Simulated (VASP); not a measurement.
Ti3Al, 4 atoms in the cell. The structure is cubic, space group Pm-3m (No. 221). The conventional cell has a = 4.050 Å, b = 4.050 Å, c = 4.050 Å, α = 90.00°, β = 90.00°, γ = 90.00°. Ti (site symmetry 4/mmm) has 8 Ti at 2.86 Å and 4 Al at 2.86 Å within 3.8 Å. Within 3.8 Å of Al (site symmetry m-3m) lie 12 Ti at 2.86 Å. 

```yaml
Program: VASP 6.6.1
Task: relaxation of cell and atoms
Functional: PBE
Potentials_or_basis: VASP PAW PBE potentials, release 64 (Ti_sv, Al)
Cutoff: 600 eV
k_mesh: 12 × 12 × 12
Occupations: gaussian, width 0.1 eV
Spin: no spin polarisation
Dipole_correction: no
Further_INCAR_settings: ALGO = Fast; EDIFF = 1e-06; IBRION = 2; EDIFFG = -0.01; NSW = 100; ISIF = 3
```

Potentials or basis: VASP PAW PBE potentials, release 64 (Ti_sv, Al).

Launch:

```sh
$ cat potpaw_PBE.64/Ti_sv/POTCAR potpaw_PBE.64/Al/POTCAR > POTCAR
$ mpirun -np 1 vasp_std > vasp.out
```

Hardware: 1 thread of Intel(R) Xeon(R) Platinum 8488C (Sapphire Rapids) (shared host).

Problem. Estimate the wall time of this run.

Solution. It took 4.2 min on 1 thread of Intel(R) Xeon(R) Platinum 8488C (Sapphire Rapids), with other jobs on the host, peak memory 0.27 GiB. Counts: scf iterations 46, k points 84, ion steps 2.
